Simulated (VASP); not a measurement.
Set up this calculation in VASP 6.6.1, as the native input.

```yaml
Task: single point
Functional: r2SCAN
Potentials_or_basis: VASP PAW PBE potentials, release 64 (Zn, Cu, Sn_d, Se)
Cutoff: 520 eV
k_mesh: 6 × 6 × 6
Occupations: fermi-dirac, width 0.02 eV
Spin: no spin polarisation
Dipole_correction: no
Further_INCAR_settings: ALGO = Normal; EDIFF = 1e-07; NBANDS = 46
```

The system is ZnCu2SnSe4.

```
Zn Cu Sn Se
1.0
    -2.84973    2.84973    5.69168
     2.84973   -2.84973    5.69168
     2.84973    2.84973   -5.69168
Zn Cu Sn Se
1 2 1 4
Direct
  0.75000 0.25000 0.50000
  0.25000 0.75000 0.50000
  0.00000 0.00000 0.00000
  0.50000 0.50000 0.00000
  0.62915 0.63681 0.52583
  0.11098 0.10333 0.47417
  0.89667 0.37085 0.00765
  0.36319 0.88902 0.99235
```

One way to write it, as run:

POSCAR

```
ZnCu2SnSe4
1.0
   -2.8497305688      2.8497305688      5.6916833127
    2.8497305688     -2.8497305688      5.6916833127
    2.8497305688      2.8497305688     -5.6916833127
Zn Cu Sn Se
1 2 1 4
Direct
    0.7500000000      0.2500000000      0.5000000000
    0.2500000000      0.7500000000      0.5000000000
    0.0000000000      0.0000000000      0.0000000000
    0.5000000000      0.5000000000      0.0000000000
    0.6291533399      0.6368073584      0.5258262292
    0.1109811293      0.1033271107      0.4741737708
    0.8966728893      0.3708466601      0.0076540185
    0.3631926416      0.8890188707      0.9923459815
```

INCAR.step1

```
PREC = Accurate ; ENCUT = 520
ISMEAR = -1 ; SIGMA = 0.02
LREAL = F ; LASPH = T
NELM = 60 ; NBANDS = 46
GGA = PE ; ALGO = Normal
EDIFF = 1E-4 ; LWAVE = T
LCHARG = F
```

INCAR.step2

```
PREC = Accurate ; ENCUT = 520
EDIFF = 1E-7 ; ISMEAR = -1
SIGMA = 0.02 ; LREAL = F
LASPH = T ; NELM = 60
ALGO = Normal ; ISIF = 2
LWAVE = F ; LCHARG = F
METAGGA = R2SCAN ; LMIXTAU = T
NBANDS = 46 ; ISTART = 1
```

KPOINTS

```
regular mesh
0
Gamma
  6 6 6
```

Potentials or basis: VASP PAW PBE potentials, release 64 (Zn, Cu, Sn_d, Se).

Command:

```console
$ cat potpaw_PBE.64/Zn/POTCAR potpaw_PBE.64/Cu/POTCAR potpaw_PBE.64/Sn_d/POTCAR potpaw_PBE.64/Se/POTCAR > POTCAR
$ cp INCAR.step1 INCAR
$ mpirun -np 1 vasp_std > vasp.out
$ cp INCAR.step2 INCAR
$ mpirun -np 1 vasp_std > vasp.out
```

Results of the run:

```
Pressure               : 0.0 GPa
Largest force          : 0.006 eV/Å
Band gap on the k mesh : 0.08 eV
```

Caveat: semilocal functionals underestimate gaps, and a narrow one can read as zero; the PAW data sets were made with another functional, which shifts forces and pressure a little; spin-orbit coupling is left out, which moves the levels of the heavy elements.

Wall time 23 min on 1 thread of AMD EPYC 9R45 96-Core Processor (Zen 5) (shared host), peak memory 0.6 GiB.
